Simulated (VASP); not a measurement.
# Al9O in VASP: single point with PBEsol

Aim: the single point of Al9O with PBEsol.

Everything below comes from runs of VASP 6.6.1. Logs are shortened: lines on timing, memory, paths and dates and some standing lists are left out, and cuts for length are marked.

### Step 1. The cell of the first run

The cell holds a slab with vacuum, 10 atoms: a = 2.836 Å, b = 2.836 Å, c = 37.644 Å, α = 90.00°, β = 90.00°, γ = 120.00°.

### Step 2. Single point, PBEsol

Contents of INCAR:

```
SYSTEM = Al9O
ALGO = Normal
DIPOL = 0.5 0.5 0.502
EDIFF = 1E-6
ENCUT = 1000
GGA = PS
GGA_COMPAT = .False.
IDIPOL = 3
ISIF = 2
ISMEAR = 0
LASPH = .True.
LCHARG = .False.
LDIPOL = .True.
LREAL = .False.
LWAVE = .False.
NBANDS = 28
NELM = 120
NELMDL = -8
PREC = Accurate
SIGMA = 0.1
```

Contents of KPOINTS:

```
k-points
0
Gamma
  12 12 1
  0 0 0
```

Contents of POSCAR:

```
Al9O
1.0
    2.8362844918      0.0000000000      0.0000000000
   -1.4181422459      2.4562944222      0.0000000000
    0.0000000000      0.0000000000     37.6442989108
Al O
9 1
Direct
    0.3333333333      0.6666666667      0.2257978033
    0.0000000000      0.0000000000      0.2877072406
    0.6666666667      0.3333333333      0.3496166779
    0.0000000000      0.0000000000      0.4115261153
    0.3333333333      0.6666666667      0.4730099501
    0.0000000000      0.0000000000      0.5347566996
    0.6666666667      0.3333333333      0.5971406850
    0.0000000000      0.0000000000      0.6587762569
    0.3333333333      0.6666666667      0.7189275571
    0.3333333333      0.6666666667      0.7634839119
```

Potentials or basis: VASP PAW PBE potentials, release 64 (Al, O_h).

Started as:

```sh
cat potpaw_PBE.64/Al/POTCAR potpaw_PBE.64/O_h/POTCAR > POTCAR
mpirun -np 1 vasp_std > vasp.out
```

OUTCAR:

```text
SYSTEM = Al9O
   EDIFF = 1E-6
   ENCUT = 1000
   GGA = PS
   ISIF = 2
   ISMEAR = 0
   LASPH = .True.
   LREAL = .False.
   NELM = 120
   NELMDL = -8
   PREC = Accurate

 ion  position               nearest neighbor table
   1  0.333  0.667  0.226-   2 2.85   2 2.85   2 2.85
   2  0.000  0.000  0.288-   1 2.85   3 2.85   1 2.85   3 2.85   3 2.85   1 2.85
   3  0.667  0.333  0.350-   2 2.85   2 2.85   2 2.85   4 2.85   4 2.85   4 2.85
   4  0.000  0.000  0.412-   5 2.84   5 2.84   5 2.84   3 2.85   3 2.85   3 2.85
   5  0.333  0.667  0.473-   4 2.84   4 2.84   4 2.84   6 2.84   6 2.84   6 2.84
   6  0.000  0.000  0.535-   5 2.84   5 2.84   5 2.84   7 2.86   7 2.86   7 2.86
   7  0.667  0.333  0.597-   8 2.84   8 2.84   8 2.84   6 2.86   6 2.86   6 2.86
   8  0.000  0.000  0.659-   9 2.79   9 2.79   9 2.79   7 2.84   7 2.84   7 2.84
   9  0.333  0.667  0.719-  10 1.68   8 2.79   8 2.79   8 2.79
  10  0.333  0.667  0.763-   9 1.68

  LATTYP: Found a hexagonal cell.
 ALAT       =     2.8362844918
 C/A-ratio  =    13.2723988089

  Lattice vectors:

 A1 = (   2.8362844918,   0.0000000000,   0.0000000000)
 A2 = (  -1.4181422459,   2.4562944222,   0.0000000000)
 A3 = (   0.0000000000,   0.0000000000,  37.6442989108)

Analysis of symmetry for initial positions (statically):
=====================================================================
 Subroutine PRICEL returns:
 Original cell was already a primitive cell.

 Routine SETGRP: Setting up the symmetry group for a
 hexagonal supercell.

 Subroutine GETGRP returns: Found  6 space group operations
 (whereof  6 operations were pure point group operations)
 out of a pool of 24 trial point group operations.

The static configuration has the point symmetry C_3v.

Analysis of symmetry for dynamics (positions and initial velocities):
=====================================================================
 Subroutine PRICEL returns:
 Original cell was already a primitive cell.

 Routine SETGRP: Setting up the symmetry group for a
 hexagonal supercell.

 Subroutine GETGRP returns: Found  6 space group operations
 (whereof  6 operations were pure point group operations)
 out of a pool of 24 trial point group operations.

The dynamic configuration has the point symmetry C_3v.
[... 118 lines left out ...]
   TEBEG  =    0.0;   TEEND  =   0.0 temperature during run
   PSTRESS=    0.0 pullay stress
   NELECT =      33.0000    total number of electrons
   NUPDOWN=      -1.0000    fix difference up-down
   EMIN   =  10.00;   EMAX   =-10.00  energy-range for DOS
   EFERMI =   0.00;   METHOD = LEGACY
   ISMEAR =     0;   SIGMA  =   0.10  broadening in eV -4-tet -1-fermi 0-gaus
   EFERMI_NEDOS =   21; number of points for ismear=-14 and -15
   IALGO  =     38    algorithm
   IMIX   =      4    mixing-type and parameters
     AMIX     =   0.40;   BMIX     =  1.00
     AMIX_MAG =   1.60;   BMIX_MAG =  1.00
  volume/ion in A,a.u.               =      26.23       176.98
  Fermi-wavevector in a.u.,A,eV,Ry     =   0.820357  1.550250  9.156530  0.672986
  Thomas-Fermi vector in A             =   1.931325
   LORBIT       =      0    0 simple, 1 ext, 2 COOP (PROOUT), +10 PAW based schemes
   GGA     = PS    functional components
   LHFCALC =     F    Hartree Fock is set to
   AEXX    =    0.0000 exact exchange contribution
   IVDW    =     0    specifies the selected vdW correction
   LEPSILON=     F    determine dielectric tensor
   LRPA    =     F    only Hartree local field effects (RPA)
 non-spin polarized calculation
 Gauss-broadening in eV      SIGMA  =   0.10
  energy-cutoff  :     1000.00
  volume of cell :      262.26
 maximum number of plane-waves:     19017
 NGX is ok and might be reduce to    30
   NGX = 15   NGY = 15   NGZ =195

 number of electron      33.0000002 magnetization

 dipolmoment           0.000000      0.000000      0.213817 electrons x Angstroem

 Free energy of the ion-electron system (eV)
  ---------------------------------------------------
  ext. energy  EPLUGINS =         0.00000000
  ---------------------------------------------------
  free energy    TOTEN  =       -41.32644300 eV

  energy without entropy =      -41.29956102  energy(sigma->0) =      -41.31300201

 E-fermi :   1.5444     XC(G=0):  -6.5346

 val. band max:        1.5168618093   @ k =   0.2500   0.1667   0.0000
 cond. band min:       1.5811624566   @ k =   0.3333   0.0833   0.0000
 fundamental gap:      0.0643006472
 Fermi energy:         1.5443727889

 k-point     1 :       0.0000    0.0000    0.0000
  band No.  band energies     occupation
      1     -15.3496      2.00000
      2      -9.6180      2.00000
      3      -9.3641      2.00000
      4      -8.9814      2.00000
      5      -8.4162      2.00000
      6      -7.6947      2.00000
[... 578 lines left out ...]
     27       3.4049      0.00000
     28       3.5925      0.00000

------------------------ aborting loop because EDIFF is reached ----------------------------------------

 vacuum level on the upper side and lower side of the slab       (xc-potential included)         2.733        -3.054

  FORCE on cell =-STRESS in cart. coord.  units (eV):
  Direction    XX          YY          ZZ          XY          YZ          ZX
  --------------------------------------------------------------------------------------
  -------------------------------------------------------------------------------------
  Total        0.3390201      0.3390201      0.1012410      0.0000000      0.0000000      0.0000000
  in kB        2.0711264      2.0711264      0.6184971      0.0000000      0.0000000      0.0000000
  external PRESSURE =       1.5869166 kB  Pullay stress =       0.0000000 kB

 VOLUME and BASIS-vectors are now :
 -----------------------------------------------------------------------------
  energy-cutoff  :     1000.00
  volume of cell :      262.26
      direct lattice vectors                 reciprocal lattice vectors
     2.836284492  0.000000000  0.000000000     0.352573941  0.203558660  0.000000000
    -1.418142246  2.456294422  0.000000000     0.000000000  0.407117319  0.000000000
     0.000000000  0.000000000 37.644298911     0.000000000  0.000000000  0.026564447

 POSITION                                       TOTAL-FORCE (eV/Angst)
 -----------------------------------------------------------------------------------
     -0.00000      1.63753      8.50000        -0.000000      0.000000     -0.036744
      0.00000      0.00000     10.83054        -0.000000      0.000000      0.094216
      1.41814      0.81876     13.16107        -0.000000      0.000000     -0.047229
      0.00000      0.00000     15.49161        -0.000000      0.000000     -0.012292
     -0.00000      1.63753     17.80613        -0.000000      0.000000     -0.000357
      0.00000      0.00000     20.13054        -0.000000      0.000000      0.001378
      1.41814      0.81876     22.47894        -0.000000     -0.000000     -0.003725
      0.00000      0.00000     24.79917        -0.000000      0.000000     -0.000874
     -0.00000      1.63753     27.06352        -0.000000      0.000000     -0.113238
     -0.00000      1.63753     28.74082         0.000000      0.000000      0.118864
 -----------------------------------------------------------------------------------
    total drift:                                0.000000     -0.000000     -0.000903

  FREE ENERGIE OF THE ION-ELECTRON SYSTEM (eV)
  ---------------------------------------------------
  free  energy   TOTEN  =       -41.3264430014 eV

  energy  without entropy=      -41.2995610250  energy(sigma->0) =      -41.31300201

 vacuum level on the upper side and lower side of the slab        11.191         5.390
```

OSZICAR:

```text
N       E                     dE             d eps       ncg     rms          rms(c)
[... 27 lines left out ...]
DAV:  28    -0.413271213556E+02    0.13953E-03   -0.36212E-04  1396   0.661E-02    0.214E-01
DAV:  29    -0.413270636829E+02    0.57673E-04   -0.34805E-05  1304   0.267E-02    0.191E-01
DAV:  30    -0.413266674064E+02    0.39628E-03   -0.20709E-04  1252   0.529E-02    0.104E-01
DAV:  31    -0.413265956858E+02    0.71721E-04   -0.24369E-05  1512   0.213E-02    0.872E-02
DAV:  32    -0.413264983716E+02    0.97314E-04   -0.62091E-05  1256   0.304E-02    0.690E-02
DAV:  33    -0.413264330858E+02    0.65286E-04   -0.14256E-04  1304   0.463E-02    0.602E-02
DAV:  34    -0.413264425939E+02   -0.95081E-05   -0.58063E-06  1316   0.122E-02    0.612E-02
DAV:  35    -0.413264430014E+02   -0.40749E-06   -0.56451E-07   912   0.357E-03
   1 F= -.41326443E+02 E0= -.41313002E+02  d E =-.268820E-01
```

Run time: 19 min. Hardware: 1 thread of Intel Xeon Platinum 8259CL at 2.50GHz (Skylake/Cascade Lake), shared host; peak memory 0.84 GiB.

What came out:

```
Free energy            : -41.3264 eV
Largest force          : 0.119 eV/Å
Band gap on the k mesh : zero (an odd number of electrons rules out a gap without spin polarisation)
```

Forces in eV/Å, atoms in the order of the input:
```
Al   0.000  0.000 -0.037
Al   0.000  0.000  0.094
Al   0.000  0.000 -0.047
Al   0.000  0.000 -0.012
Al   0.000  0.000  0.000
Al   0.000  0.000  0.001
Al   0.000  0.000 -0.004
Al   0.000  0.000 -0.001
Al   0.000  0.000 -0.113
O    0.000  0.000  0.119
```

Caveat: the PAW data sets were made with another functional, which shifts forces and pressure a little.

The gap in the log of VASP goes by the Fermi energy; the results here count the filled bands.